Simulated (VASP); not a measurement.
Set up this calculation in VASP 6.6.1, as the native input.

- Task: single point
- Functional: PBE
- Dispersion: D3(BJ)
- Potentials or basis: VASP PAW PBE potentials, release 64 (P)
- Cutoff: 520 eV
- k mesh: 2 × 2 × 2, shifted
- Occupations: fermi-dirac, width 0.2241 eV
- Spin: no spin polarisation
- Dipole correction: no
- Further INCAR settings: LREAL = Auto; ALGO = Normal; EDIFF = 1e-06; NBANDS = 54; ISYM = 0

The structure of P lies in POSCAR:

```
P
1.0
   -3.4514503560     -5.9780873764      0.0000000000
   -6.9029007120      0.0000000000      0.0000000000
   -3.4514503560     -1.9926957922     -6.2593600242
P
16
Direct
    0.6135401250      0.6135401250      0.1593796250
    0.6135401250      0.1135401250      0.1593796250
    0.1135401250      0.6135401250      0.1593796250
    0.6135401250      0.6135401250      0.6593796250
    0.1135401250      0.1135401250      0.1593796250
    0.6135401250      0.1135401250      0.6593796250
    0.1135401250      0.6135401250      0.6593796250
    0.1135401250      0.1135401250      0.6593796250
    0.8864598750      0.8864598750      0.3406203750
    0.8864598750      0.3864598750      0.3406203750
    0.3864598750      0.8864598750      0.3406203750
    0.8864598750      0.8864598750      0.8406203750
    0.3864598750      0.3864598750      0.3406203750
    0.8864598750      0.3864598750      0.8406203750
    0.3864598750      0.8864598750      0.8406203750
    0.3864598750      0.3864598750      0.8406203750
```

One way to write it, as run:

INCAR

```
SYSTEM = P
PREC = Accurate
ENCUT = 520
EDIFF = 1E-6
ISMEAR = -1
SIGMA = 0.2241
LREAL = Auto
LASPH = .True.
NELM = 100
ALGO = Normal
ISIF = 2
LWAVE = .False.
LCHARG = .False.
GGA = PE
IVDW = 12
NBANDS = 54
ISYM = 0
```

KPOINTS

```
Automatic mesh
0
Gamma
  2 2 2
  0.5 0.5 0.5
```

Potentials or basis: VASP PAW PBE potentials, release 64 (P).

Launch:

```console
$ cat potpaw_PBE.64/P/POTCAR > POTCAR
$ mpirun -np 1 vasp_std > vasp.out
```

Results of the run:

```yaml
Pressure: -3.2 GPa
Largest_force: 0.358 eV/Å
Band_gap_on_the_k_mesh: zero (band 40 reaches 9.21 eV, above the bottom of band 41 at 9.19 eV)
Dispersion_energy_per_atom: -0.437 eV
```

Caveat: the k points lie up to 0.55 Å⁻¹ apart; pairwise dispersion overbinds metals, which lowers pressure and volume.

Run time: 3.1 min on 1 thread of Intel(R) Xeon(R) Platinum 8488C (Sapphire Rapids), with other jobs on the host, peak memory 0.4 GiB.
